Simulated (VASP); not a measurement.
# Nb (Fd-3m) in VASP: further runs

Nb is run at these levels: BLYP; tasks: single point, relaxation of cell and atoms.

Program: VASP 6.6.1. These are calculated values, not measurements. Logs are shortened: lines on timing, memory, paths and dates and some standing lists are left out, and cuts for length are marked.

**1. The cell of the first run**

Symmetry: Fd-3m, No. 227, cubic system. Conventional cell: a = 6.201 Å, b = 6.201 Å, c = 6.201 Å, α = 90.00°, β = 90.00°, γ = 90.00°. Within 3.5 Å of Nb (site symmetry -43m) lie 4 Nb at 2.68 Å.

**2. Single point, BLYP (volume scaled by 1.08)**

File INCAR:

```
SYSTEM = Nb
PREC = Accurate ; ENCUT = 520
EDIFF = 1E-6 ; ISMEAR = -1
SIGMA = 0.1 ; LREAL = .False.
LASPH = .True. ; NELM = 100
ALGO = Normal ; ISIF = 2
LWAVE = .False. ; LCHARG = .False.
GGA = B5 ; ALDAX = 1.0
AGGAX = 1.0 ; AGGAC = 1.0
ALDAC = 0.0 ; NBANDS = 20
```

File KPOINTS:

```
regular mesh
0
Gamma
  10 10 10
  0 0 0
```

File POSCAR:

```
Nb
1.0
    0.0000000000      3.1003623400      3.1003623400
    3.1003623400      0.0000000000      3.1003623400
    3.1003623400      3.1003623400      0.0000000000
Nb
2
Direct
    0.1250000000      0.1250000000      0.1250000000
    0.8750000000      0.8750000000      0.8750000000
```

Potentials or basis: VASP PAW PBE potentials, release 64 (Nb_sv).

Run with:

```console
$ cat potpaw_PBE.64/Nb_sv/POTCAR > POTCAR
$ mpirun -np 1 vasp_std > vasp.out
```

OUTCAR:

```text
SYSTEM = Nb
   PREC = Accurate
   ENCUT = 520
   EDIFF = 1E-6
   ISMEAR = -1
   LREAL = .False.
   LASPH = .True.
   NELM = 100
   ISIF = 2
   GGA = B5

 ion  position               nearest neighbor table
   1  0.125  0.125  0.125-   2 2.68   2 2.68   2 2.68   2 2.68
   2  0.875  0.875  0.875-   1 2.68   1 2.68   1 2.68   1 2.68

  LATTYP: Found a face centered cubic cell.
 ALAT       =     6.2007246800

  Lattice vectors:

 A1 = (   0.0000000000,   3.1003623400,   3.1003623400)
 A2 = (   3.1003623400,   0.0000000000,   3.1003623400)
 A3 = (   3.1003623400,   3.1003623400,   0.0000000000)

Analysis of symmetry for initial positions (statically):
=====================================================================
 Subroutine PRICEL returns:
 Original cell was already a primitive cell.

 Routine SETGRP: Setting up the symmetry group for a
 face centered cubic supercell.

 Subroutine GETGRP returns: Found 48 space group operations
 (whereof 12 operations were pure point group operations)
 out of a pool of 48 trial point group operations.

The static configuration has the point symmetry D_3d.
 The point group associated with its full space group is O_h .

Analysis of symmetry for dynamics (positions and initial velocities):
=====================================================================
 Subroutine PRICEL returns:
 Original cell was already a primitive cell.

 Routine SETGRP: Setting up the symmetry group for a
 face centered cubic supercell.

 Subroutine GETGRP returns: Found 48 space group operations
 (whereof 12 operations were pure point group operations)
 out of a pool of 48 trial point group operations.

The dynamic configuration has the point symmetry D_3d.
 The point group associated with its full space group is O_h .

 Subroutine INISYM returns: Found 48 space group operations
 (whereof 12 operations are pure point group operations),
 and found     1 'primitive' translations

----------------------------------------------------------------------------------------

                                     Primitive cell

  volume of cell :      59.6029

  direct lattice vectors                    reciprocal lattice vectors
     0.000000000  3.100362340  3.100362340    -0.161271473  0.161271473  0.161271473
     3.100362340  0.000000000  3.100362340     0.161271473 -0.161271473  0.161271473
     3.100362340  3.100362340  0.000000000     0.161271473  0.161271473 -0.161271473

  length of vectors
     4.384574469  4.384574469  4.384574469     0.279330384  0.279330384  0.279330384

  position of ions in fractional coordinates (direct lattice)
     0.125000000  0.125000000  0.125000000
     0.875000000  0.875000000  0.875000000

  ion indices of the primitive-cell ions
   primitive index   ion index
                 1           1
                 2           2

----------------------------------------------------------------------------------------

 KPOINTS: regular mesh

Automatic generation of k-mesh.
 Grid dimensions read from file:
 generate k-points for:   10   10   10

 Generating k-lattice:

  Cartesian coordinates                     Fractional coordinates (reciprocal lattice)
    -0.016127147  0.016127147  0.016127147     0.100000000  0.000000000  0.000000000
     0.016127147 -0.016127147  0.016127147     0.000000000  0.100000000  0.000000000
     0.016127147  0.016127147 -0.016127147     0.000000000  0.000000000  0.100000000

  Length of vectors
     0.027933038  0.027933038  0.027933038

  Shift w.r.t. Gamma in fractional coordinates (k-lattice)
     0.000000000  0.000000000  0.000000000

 Subroutine IBZKPT returns following result:
 ===========================================

 Found     47 irreducible k-points:

 Following reciprocal coordinates:
            Coordinates               Weight
  0.000000  0.000000  0.000000      1.000000
  0.100000  0.000000  0.000000      8.000000
  0.200000  0.000000  0.000000      8.000000
  0.300000  0.000000  0.000000      8.000000
  0.400000  0.000000  0.000000      8.000000
  0.500000  0.000000  0.000000      4.000000
[... 16 lines left out ...]
  0.300000  0.300000  0.000000      6.000000
  0.400000  0.300000  0.000000     24.000000
 [... further k-points ...]
   k-points           NKPTS =     47   k-points in BZ     NKDIM =     47   number of bands    NBANDS=     20
   number of dos      NEDOS =    301   number of ions     NIONS =      2
   total plane-waves  NPLWV =  46656
   dimension x,y,z NGX =    36 NGY =   36 NGZ =   36
   dimension x,y,z NGXF=    72 NGYF=   72 NGZF=   72
   ions per type =               2
   NGX,Y,Z   is equivalent  to a cutoff of  13.65, 13.65, 13.65 a.u.
   NGXF,Y,Z  is equivalent  to a cutoff of  27.30, 27.30, 27.30 a.u.
 SYSTEM =  Nb
   PREC   = accura    normal or accurate (medium, high low for compatibility)
   ISTART =      0    job   : 0-new  1-cont  2-samecut
   ICHARG =      2    charge: 1-file 2-atom 10-const
   ISPIN  =      1    spin polarized calculation?
   LNONCOLLINEAR =      F non collinear calculations
   LSORBIT =      F    spin-orbit coupling
   LASPH  =      T    aspherical Exc in radial PAW
   ENCUT  =  520.0 eV  38.22 Ry    6.18 a.u.   8.15  8.15  8.15*2*pi/ulx,y,z
   NELM   =    100;   NELMIN=  2; NELMDL= -5     # of ELM steps
   EDIFF  = 0.1E-05   stopping-criterion for ELM
   LREAL  =      F    real-space projection
   EDIFFG = 0.1E-04   stopping-criterion for IOM
   NSW    =      0    number of steps for IOM
   IBRION =     -1    ionic relax: 0-MD 1-quasi-New 2-CG
   NFREE  =      0    steps in history (QN), initial steepest desc. (CG)
   ISIF   =      2    stress and relaxation
   ISYM   =      2    0-nonsym 1-usesym 2-fastsym
   POTIM  = 0.5000    time-step for ionic-motion
   TEBEG  =    0.0;   TEEND  =   0.0 temperature during run
   PSTRESS=    0.0 pullay stress
   NELECT =      26.0000    total number of electrons
   NUPDOWN=      -1.0000    fix difference up-down
   EMIN   =  10.00;   EMAX   =-10.00  energy-range for DOS
   EFERMI =   0.00;   METHOD = LEGACY
   ISMEAR =    -1;   SIGMA  =   0.10  broadening in eV -4-tet -1-fermi 0-gaus
   EFERMI_NEDOS =   21; number of points for ismear=-14 and -15
   IALGO  =     38    algorithm
   IMIX   =      4    mixing-type and parameters
     AMIX     =   0.40;   BMIX     =  1.00
     AMIX_MAG =   1.60;   BMIX_MAG =  1.00
  volume/ion in A,a.u.               =      29.80       201.11
  Fermi-wavevector in a.u.,A,eV,Ry     =   1.241586  2.346257 20.973870  1.541536
  Thomas-Fermi vector in A             =   2.375977
   LORBIT       =      0    0 simple, 1 ext, 2 COOP (PROOUT), +10 PAW based schemes
   GGA     = B5    functional components
   LHFCALC =     F    Hartree Fock is set to
   AEXX    =    0.0000 exact exchange contribution
   IVDW    =     0    specifies the selected vdW correction
   LEPSILON=     F    determine dielectric tensor
   LRPA    =     F    only Hartree local field effects (RPA)
 non-spin polarized calculation
  energy-cutoff  :      520.00
  volume of cell :       59.60
 maximum number of plane-waves:      1639
 NGX is ok and might be reduce to    36
   NGX = 17   NGY = 17   NGZ = 17

 number of electron      26.0000000 magnetization

 Free energy of the ion-electron system (eV)
  ---------------------------------------------------
  ext. energy  EPLUGINS =         0.00000000
  ---------------------------------------------------
  free energy    TOTEN  =       -13.58713580 eV

  energy without entropy =      -13.44349978  energy(sigma->0) =      -13.51531779

 E-fermi :   5.8044     XC(G=0):  -9.0373

 val. band max:        5.7953784974   @ k =   0.5000   0.3000   0.0000
 cond. band min:       5.8058741711   @ k =  -0.3000   0.4000   0.1000
 fundamental gap:      0.0104956737
 Fermi energy:         5.8044085857

 k-point     1 :       0.0000    0.0000    0.0000
  band No.  band energies     occupation
      1     -48.5234      2.00000
      2     -48.1053      2.00000
      3     -24.9279      2.00000
      4     -24.9279      2.00000
      5     -24.9279      2.00000
      6     -24.1518      2.00000
[... 12 lines left out ...]
     19      10.2432      0.00000
     20      16.1341      0.00000

 k-point     2 :       0.1000    0.0000    0.0000
  band No.  band energies     occupation
      1     -48.5160      2.00000
      2     -48.1131      2.00000
      3     -24.9372      2.00000
      4     -24.9372      2.00000
      5     -24.9269      2.00000
      6     -24.1534      2.00000
[... 12 lines left out ...]
     19      10.2211      0.00000
     20      15.5225      0.00000

 k-point     3 :       0.2000    0.0000    0.0000
  band No.  band energies     occupation
      1     -48.4949      2.00000
      2     -48.1351      2.00000
      3     -24.9606      2.00000
      4     -24.9606      2.00000
      5     -24.9248      2.00000
      6     -24.1572      2.00000
[... 12 lines left out ...]
     19      10.1412      0.00000
     20      14.2449      0.00000

 k-point     4 :       0.3000    0.0000    0.0000
  band No.  band energies     occupation
      1     -48.4646      2.00000
      2     -48.1664      2.00000
      3     -24.9877      2.00000
      4     -24.9877      2.00000
      5     -24.9228      2.00000
      6     -24.1612      2.00000
[... 12 lines left out ...]
     19       9.9726      0.00000
     20      12.3616      0.00000

 k-point     5 :       0.4000    0.0000    0.0000
  band No.  band energies     occupation
      1     -48.4344      2.00000
      2     -48.1974      2.00000
      3     -25.0085      2.00000
      4     -25.0085      2.00000
      5     -24.9216      2.00000
      6     -24.1637      2.00000
[... 12 lines left out ...]
     19       9.7135      0.00000
     20      10.8418      0.00000
[... 353 lines left out ...]
      6     -24.2682      2.00000
[... 12 lines left out ...]
     19      10.3200      0.00000
     20      11.3331      0.00000

 k-point    22 :      -0.2000    0.2000    0.0000
  band No.  band energies     occupation
      1     -48.4525      2.00000
      2     -48.1789      2.00000
      3     -25.0518      2.00000
      4     -24.9889      2.00000
      5     -24.8558      2.00000
      6     -24.2264      2.00000
[... 12 lines left out ...]
     19      10.4149      0.00000
     20      12.8172      0.00000

 k-point    23 :       0.3000    0.3000    0.0000
  band No.  band energies     occupation
      1     -48.4387      2.00000
      2     -48.1930      2.00000
      3     -25.0512      2.00000
      4     -25.0512      2.00000
      5     -24.7718      2.00000
      6     -24.3186      2.00000
[... 12 lines left out ...]
     19      10.4375      0.00000
     20      12.9954      0.00000

 k-point    24 :       0.4000    0.3000    0.0000
  band No.  band energies     occupation
      1     -48.4089      2.00000
      2     -48.2236      2.00000
      3     -25.0779      2.00000
      4     -25.0706      2.00000
      5     -24.7249      2.00000
      6     -24.3660      2.00000
[... 12 lines left out ...]
     19      10.3769      0.00000
     20      11.7632      0.00000

 [... further k-points ...]
[... 5 lines left out ...]
  --------------------------------------------------------------------------------------
  -------------------------------------------------------------------------------------
  Total       -1.3878830     -1.3878830     -1.3878830     -0.0000000      0.0000000     -0.0000000
  in kB      -37.3074938    -37.3074938    -37.3074938     -0.0000000      0.0000000     -0.0000000
  external PRESSURE =     -37.3074938 kB  Pullay stress =       0.0000000 kB

 VOLUME and BASIS-vectors are now :
 -----------------------------------------------------------------------------
  energy-cutoff  :      520.00
  volume of cell :       59.60
      direct lattice vectors                 reciprocal lattice vectors
     0.000000000  3.100362340  3.100362340    -0.161271473  0.161271473  0.161271473
     3.100362340  0.000000000  3.100362340     0.161271473 -0.161271473  0.161271473
     3.100362340  3.100362340  0.000000000     0.161271473  0.161271473 -0.161271473

 POSITION                                       TOTAL-FORCE (eV/Angst)
 -----------------------------------------------------------------------------------
      0.77509      0.77509      0.77509         0.000000      0.000000      0.000000
      5.42563      5.42563      5.42563        -0.000000     -0.000000     -0.000000
 -----------------------------------------------------------------------------------
    total drift:                               -0.000000      0.000000      0.000000

  FREE ENERGIE OF THE ION-ELECTRON SYSTEM (eV)
  ---------------------------------------------------
  free  energy   TOTEN  =       -13.5871357969 eV

  energy  without entropy=      -13.4434997797  energy(sigma->0) =      -13.51531779
```

Run time: 86 s. Hardware: 1 thread of Intel Xeon Platinum 8124M at 3.00GHz (Skylake/Cascade Lake), shared host; peak memory 0.22 GiB.

What came out:

| Item | Value |
| --- | --- |
| Free energy | -13.5871 eV |
| Pressure | -3.7 GPa |
| Band gap on the k mesh | zero (band 13 reaches 6.22 eV, above the bottom of band 14 at 5.23 eV) |

Caveat: the PAW data sets were made with another functional, which shifts forces and pressure a little.

**3. Single point, BLYP (volume scaled by 1.12)**

File INCAR:

```
PREC = Accurate
ENCUT = 520
EDIFF = 1E-7
ISMEAR = -1
SIGMA = 0.1
LREAL = False
LASPH = True
NELM = 80
ALGO = Normal
ISIF = 2
LWAVE = False
LCHARG = False
GGA = B5
ALDAX = 1.0
AGGAX = 1.0
AGGAC = 1.0
ALDAC = 0.0
NBANDS = 20
```

File KPOINTS:

```
regular mesh
0
Gamma
  10 10 10
```

File POSCAR:

```
Nb
1.0
    0.0000000000      3.1381753635      3.1381753635
    3.1381753635      0.0000000000      3.1381753635
    3.1381753635      3.1381753635      0.0000000000
Nb
2
Direct
    0.1250000000      0.1250000000      0.1250000000
    0.8750000000      0.8750000000      0.8750000000
```

Potentials or basis: VASP PAW PBE potentials, release 64 (Nb_sv).

Run with:

```console
$ cat potpaw_PBE.64/Nb_sv/POTCAR > POTCAR
$ mpirun -np 1 vasp_std > vasp.out
```

OUTCAR:

```text
PREC = Accurate
   ENCUT = 520
   EDIFF = 1E-7
   ISMEAR = -1
   LREAL = False
   LASPH = True
   NELM = 80
   ISIF = 2
   GGA = B5

 ion  position               nearest neighbor table
   1  0.125  0.125  0.125-   2 2.72   2 2.72   2 2.72   2 2.72
   2  0.875  0.875  0.875-   1 2.72   1 2.72   1 2.72   1 2.72

  LATTYP: Found a face centered cubic cell.
 ALAT       =     6.2763507270

  Lattice vectors:

 A1 = (   0.0000000000,   3.1381753635,   3.1381753635)
 A2 = (   3.1381753635,   0.0000000000,   3.1381753635)
 A3 = (   3.1381753635,   3.1381753635,   0.0000000000)
[... 189 lines left out ...]
      4     -25.2449      2.00000
      5     -25.2449      2.00000
      6     -24.5400      2.00000
[... 541 lines left out ...]
     19       9.8793      0.00000
     20      11.2239      0.00000

 [... further k-points ...]
[... 5 lines left out ...]
  --------------------------------------------------------------------------------------
  -------------------------------------------------------------------------------------
  Total       -1.9643488     -1.9643488     -1.9643488      0.0000000      0.0000000     -0.0000000
  in kB      -50.9175575    -50.9175575    -50.9175575      0.0000000      0.0000000     -0.0000000
  external PRESSURE =     -50.9175575 kB  Pullay stress =       0.0000000 kB

 VOLUME and BASIS-vectors are now :
 -----------------------------------------------------------------------------
  energy-cutoff  :      520.00
  volume of cell :       61.81
      direct lattice vectors                 reciprocal lattice vectors
     0.000000000  3.138175363  3.138175363    -0.159328254  0.159328254  0.159328254
     3.138175363  0.000000000  3.138175363     0.159328254 -0.159328254  0.159328254
     3.138175363  3.138175363  0.000000000     0.159328254  0.159328254 -0.159328254

 POSITION                                       TOTAL-FORCE (eV/Angst)
 -----------------------------------------------------------------------------------
      0.78454      0.78454      0.78454        -0.000000      0.000000     -0.000000
      5.49181      5.49181      5.49181         0.000000     -0.000000      0.000000
 -----------------------------------------------------------------------------------
    total drift:                                0.000000      0.000000      0.000000

  FREE ENERGIE OF THE ION-ELECTRON SYSTEM (eV)
  ---------------------------------------------------
  free  energy   TOTEN  =       -13.5271099334 eV

  energy  without entropy=      -13.3760874713  energy(sigma->0) =      -13.45159870
```

Wall time 97 s (1 thread of Intel Xeon Platinum 8124M at 3.00GHz (Skylake/Cascade Lake), shared host); peak memory 0.22 GiB.

Results:

```
Free energy            : -13.5271 eV
Pressure               : -5.1 GPa
Band gap on the k mesh : zero (band 13 reaches 5.87 eV, above the bottom of band 14 at 4.94 eV)
```

Levels at points of the mesh, in eV from the Fermi level:
```tsv
k point	band 9	band 10	band 11	band 12	band 13	band 14	band 15	band 16	band 17	band 18
(0.00, 0.00, 0.00)	-3.89	-0.97	-0.97	-0.42	-0.42	-0.42	1.61	1.61	1.61	4.27
(0.50, 0.00, 0.00)	-1.75	-0.95	-0.81	-0.81	-0.53	-0.53	0.44	2.47	2.47	3.60
(0.50, 0.50, 0.00)	-1.64	-1.64	-0.47	-0.47	-0.05	-0.05	1.28	1.28	3.86	3.86
```

Caveat: the PAW data sets were made with another functional, which shifts forces and pressure a little.

[end of part 1 of 2]
